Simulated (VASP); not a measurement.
# Ge in VASP: further runs

The runs below take Ge through single point, with PBE.

Program: VASP 6.6.1. These are calculated values, not measurements. Logs are shortened: lines on timing, memory, paths and dates and some standing lists are left out, and cuts for length are marked.

### 1 The cell of the first run

The structure is tetragonal, space group I4_1/amd (No. 141). Conventional cell: a = 4.012 Å, b = 4.012 Å, c = 5.696 Å, α = 90.00°, β = 90.00°, γ = 90.00°. Ge (site symmetry -4m2) has 4 Ge at 2.46 Å within 3.2 Å.

### 2 Single point, PBE (uniaxial x strain +0.4%)

INCAR reads:

```
PREC = Accurate ; ENCUT = 500
EDIFF = 1E-6 ; ISMEAR = -1
SIGMA = 0.02 ; LREAL = False
LASPH = True ; NELM = 120
ALGO = Normal ; ISIF = 2
LWAVE = False ; LCHARG = False
GGA = PE ; NBANDS = 21
GGA_COMPAT = False
```

KPOINTS reads:

```
Automatic mesh
0
Gamma
  8 8 8
```

POSCAR reads:

```
Ge
1.0
    0.0000000000      2.8368735121      2.8368735121
    2.8482210062      0.0000000000      2.8368735121
    2.8482210062      2.8368735121      0.0000000000
Ge
2
Direct
    0.0000000000      0.0000000000      0.0000000000
    0.2500000000      0.2500000000      0.2500000000
```

Potentials or basis: VASP PAW PBE potentials, release 64 (Ge_d).

On the command line:

```sh
cat potpaw_PBE.64/Ge_d/POTCAR > POTCAR
mpirun -np 1 vasp_std > vasp.out
```

OUTCAR:

```text
PREC = Accurate
   ENCUT = 500
   EDIFF = 1E-6
   ISMEAR = -1
   LREAL = False
   LASPH = True
   NELM = 120
   ISIF = 2
   GGA = PE

 ion  position               nearest neighbor table
   1  0.000  0.000  0.000-   2 2.46   2 2.46   2 2.46   2 2.46
   2  0.250  0.250  0.250-   1 2.46   1 2.46   1 2.46   1 2.46

  LATTYP: Found a body centered tetragonal cell.
 ALAT       =     4.0119449955
 C/A-ratio  =     1.4198704166

  Lattice vectors:

 A1 = (   2.8482210062,   0.0000000000,   2.8368735121)
 A2 = (   2.8482210062,   0.0000000000,  -2.8368735121)
 A3 = (  -2.8482210062,   2.8368735121,   0.0000000000)

Analysis of symmetry for initial positions (statically):
=====================================================================
 Subroutine PRICEL returns:
 Original cell was already a primitive cell.

 Routine SETGRP: Setting up the symmetry group for a
 body centered tetragonal supercell.

 Subroutine GETGRP returns: Found 16 space group operations
 (whereof  8 operations were pure point group operations)
 out of a pool of 16 trial point group operations.

The static configuration has the point symmetry D_2d.
 The point group associated with its full space group is D_4h.

Analysis of symmetry for dynamics (positions and initial velocities):
=====================================================================
 Subroutine PRICEL returns:
 Original cell was already a primitive cell.

 Routine SETGRP: Setting up the symmetry group for a
 body centered tetragonal supercell.

 Subroutine GETGRP returns: Found 16 space group operations
 (whereof  8 operations were pure point group operations)
 out of a pool of 16 trial point group operations.

The dynamic configuration has the point symmetry D_2d.
 The point group associated with its full space group is D_4h.

 Subroutine INISYM returns: Found 16 space group operations
 (whereof  8 operations are pure point group operations),
 and found     1 'primitive' translations

----------------------------------------------------------------------------------------

                                     Primitive cell

  volume of cell :      45.8441

  direct lattice vectors                    reciprocal lattice vectors
     0.000000000  2.836873512  2.836873512    -0.175548175  0.176250368  0.176250368
     2.848221006  0.000000000  2.836873512     0.175548175 -0.176250368  0.176250368
     2.848221006  2.836873512  0.000000000     0.175548175  0.176250368 -0.176250368
[... 80 lines left out ...]
   LSORBIT =      F    spin-orbit coupling
   LASPH  =      T    aspherical Exc in radial PAW
   ENCUT  =  500.0 eV  36.75 Ry    6.06 a.u.   7.31  7.33  7.33*2*pi/ulx,y,z
   NELM   =    120;   NELMIN=  2; NELMDL= -5     # of ELM steps
   EDIFF  = 0.1E-05   stopping-criterion for ELM
   LREAL  =      F    real-space projection
   EDIFFG = 0.1E-04   stopping-criterion for IOM
   NSW    =      0    number of steps for IOM
   IBRION =     -1    ionic relax: 0-MD 1-quasi-New 2-CG
   NFREE  =      0    steps in history (QN), initial steepest desc. (CG)
   ISIF   =      2    stress and relaxation
   ISYM   =      2    0-nonsym 1-usesym 2-fastsym
   POTIM  = 0.5000    time-step for ionic-motion
   TEBEG  =    0.0;   TEEND  =   0.0 temperature during run
   PSTRESS=    0.0 pullay stress
   NELECT =      28.0000    total number of electrons
   NUPDOWN=      -1.0000    fix difference up-down
   EMIN   =  10.00;   EMAX   =-10.00  energy-range for DOS
   EFERMI =   0.00;   METHOD = LEGACY
   ISMEAR =    -1;   SIGMA  =   0.02  broadening in eV -4-tet -1-fermi 0-gaus
   EFERMI_NEDOS =   21; number of points for ismear=-14 and -15
   IALGO  =     38    algorithm
   IMIX   =      4    mixing-type and parameters
     AMIX     =   0.40;   BMIX     =  1.00
     AMIX_MAG =   1.60;   BMIX_MAG =  1.00
  volume/ion in A,a.u.               =      22.92       154.69
  Fermi-wavevector in a.u.,A,eV,Ry     =   1.388992  2.624814 26.249690  1.929298
  Thomas-Fermi vector in A             =   2.513065
   LORBIT       =      0    0 simple, 1 ext, 2 COOP (PROOUT), +10 PAW based schemes
   GGA     = PE    functional components
   LHFCALC =     F    Hartree Fock is set to
   AEXX    =    0.0000 exact exchange contribution
   IVDW    =     0    specifies the selected vdW correction
   LEPSILON=     F    determine dielectric tensor
   LRPA    =     F    only Hartree local field effects (RPA)
 non-spin polarized calculation
  energy-cutoff  :      500.00
  volume of cell :       45.84
 maximum number of plane-waves:      1211
 NGX is ok and might be reduce to    30
   NGX = 15   NGY = 15   NGZ = 15

 number of electron      28.0000012 magnetization

 Free energy of the ion-electron system (eV)
  ---------------------------------------------------
  ext. energy  EPLUGINS =         0.00000000
  ---------------------------------------------------
  free energy    TOTEN  =        -9.00968246 eV

  energy without entropy =       -9.00953684  energy(sigma->0) =       -9.00960965

 E-fermi :   4.8903     XC(G=0):  -9.8640

 val. band max:        4.8845628942   @ k =   0.0000   0.0000   0.0000
 cond. band min:       5.0207367828   @ k =   0.5000   0.0000   0.0000
 fundamental gap:      0.1361738886
 Fermi energy:         4.8902742767

 k-point     1 :       0.0000    0.0000    0.0000
  band No.  band energies     occupation
      1     -19.9230      2.00000
      2     -19.9230      2.00000
      3     -19.9222      2.00000
      4     -19.8875      2.00000
      5     -19.8874      2.00000
      6     -19.6848      2.00000
[... 565 lines left out ...]
     20      13.7355      0.00000
     21      15.2215      0.00000

 [... further k-points ...]

------------------------ aborting loop because EDIFF is reached ----------------------------------------

  FORCE on cell =-STRESS in cart. coord.  units (eV):
  Direction    XX          YY          ZZ          XY          YZ          ZX
  --------------------------------------------------------------------------------------
  -------------------------------------------------------------------------------------
  Total        0.6908764      0.7643425      0.7643425      0.0000000      0.0000000      0.0000000
  in kB       24.1450065     26.7125251     26.7125251      0.0000000      0.0000000      0.0000000
  external PRESSURE =      25.8566855 kB  Pullay stress =       0.0000000 kB

 VOLUME and BASIS-vectors are now :
 -----------------------------------------------------------------------------
  energy-cutoff  :      500.00
  volume of cell :       45.84
      direct lattice vectors                 reciprocal lattice vectors
     0.000000000  2.836873512  2.836873512    -0.175548175  0.176250368  0.176250368
     2.848221006  0.000000000  2.836873512     0.175548175 -0.176250368  0.176250368
     2.848221006  2.836873512  0.000000000     0.175548175  0.176250368 -0.176250368

 POSITION                                       TOTAL-FORCE (eV/Angst)
 -----------------------------------------------------------------------------------
      0.00000      0.00000      0.00000         0.000000      0.000000      0.000000
      1.42411      1.41844      1.41844         0.000000     -0.000000     -0.000000
 -----------------------------------------------------------------------------------
    total drift:                                0.000000      0.000000      0.000000

  FREE ENERGIE OF THE ION-ELECTRON SYSTEM (eV)
  ---------------------------------------------------
  free  energy   TOTEN  =        -9.0096824559 eV

  energy  without entropy=       -9.0095368444  energy(sigma->0) =       -9.00960965
```

Run time: 64 s. Hardware: 1 thread of AMD EPYC 7R43 (Zen 3), shared host; peak memory 0.15 GiB.

Results:

| Property | Result |
| --- | --- |
| Free energy | -9.0097 eV |
| Pressure | 2.6 GPa |
| Band gap on the k mesh | zero (filled and empty bands touch) |

Levels at points of the mesh, in eV from the Fermi level:
```
           k point  band 12  band 13  band 14  band 15  band 16  band 17
(0.00, 0.00, 0.00)    -0.09    -0.04    -0.01    -0.01     2.53     2.53
(0.50, 0.00, 0.00)    -7.56    -1.42    -1.38     0.13     3.71     3.74
(0.50, 0.50, 0.00)    -8.85    -3.06    -3.06     0.74     0.74     9.40
(0.00, 0.50, 0.50)    -8.87    -3.03    -3.03     0.77     0.77     9.40
```

Caveat: the cell differs from its parent crystal (uniaxial x strain +0.4%); semilocal functionals underestimate gaps, and a narrow one can read as zero.

### 3 Single point, PBE (strain along [111] +4.3%)

INCAR reads:

```
PREC     = Accurate       # precision mode
ENCUT    = 500            # plane-wave cutoff, eV
EDIFF    = 1E-6           # SCF threshold, eV
ISMEAR   = -1             # smearing method
SIGMA    = 0.02           # smearing width, eV
LREAL    = F              # projectors in reciprocal space
LASPH    = T              # aspherical terms in the spheres
NELM     = 120            # most SCF steps
ALGO     = Normal         # electronic algorithm
ISIF     = 2              # what is computed and relaxed
LWAVE    = F              # write WAVECAR
LCHARG   = T              # write CHGCAR
GGA      = PE             # functional
LELF     = T              # ELF
LVHAR    = T            
NBANDS   = 21             # bands
GGA_COMPAT= F
```

KPOINTS is that of step 2.

POSCAR reads:

```
Ge
1.0
    0.0815128322      2.9183863444      2.9183863444
    2.9183863444      0.0815128322      2.9183863444
    2.9183863444      2.9183863444      0.0815128322
Ge
2
Direct
    0.0013966861      0.0013966861      0.0013966861
    0.2486033139      0.2486033139      0.2486033139
```

Potentials or basis: VASP PAW PBE potentials, release 64 (Ge_d).

On the command line:

```sh
cat potpaw_PBE.64/Ge_d/POTCAR > POTCAR
mpirun -np 1 vasp_std > vasp.out
```

Wall time 76 s (1 thread of AMD EPYC 7R43 (Zen 3), shared host); peak memory 0.15 GiB.

The run converged. Its results:

| Property | Result |
| --- | --- |
| Free energy | -9.0067 eV |
| Pressure | 0.2 GPa |
| Largest force | 0.051 eV/Å |
| Band gap on the k mesh | zero (bands 14 and 15 overlap by 0.21 eV) |

Forces on the atoms (eV/Å):
```
Ge   0.029  0.029  0.029
Ge  -0.029 -0.029 -0.029
```

Stress tensor (GPa, compression positive):
```
 0.22 -1.61 -1.61
-1.61  0.22 -1.61
-1.61 -1.61  0.22
```

Levels at points of the mesh, in eV from the Fermi level:
```
           k point  band 12  band 13  band 14  band 15  band 16  band 17
(0.00, 0.00, 0.00)    -0.38    -0.09     0.22     0.22     2.45     2.80
(0.50, 0.00, 0.00)    -7.26    -1.34    -1.21     0.01     3.69     3.89
(0.50, 0.50, 0.00)    -8.50    -2.93    -2.63     0.73     1.13     9.10
(0.50, 0.50, 0.50)    -7.26    -1.00    -1.00     0.55     3.99     3.99
```

Caveat: the cell differs from its parent crystal (strain along [111] +4.3%); semilocal functionals underestimate gaps, and a narrow one can read as zero.

The gap in the log of VASP goes by the Fermi energy; the results here count the filled bands.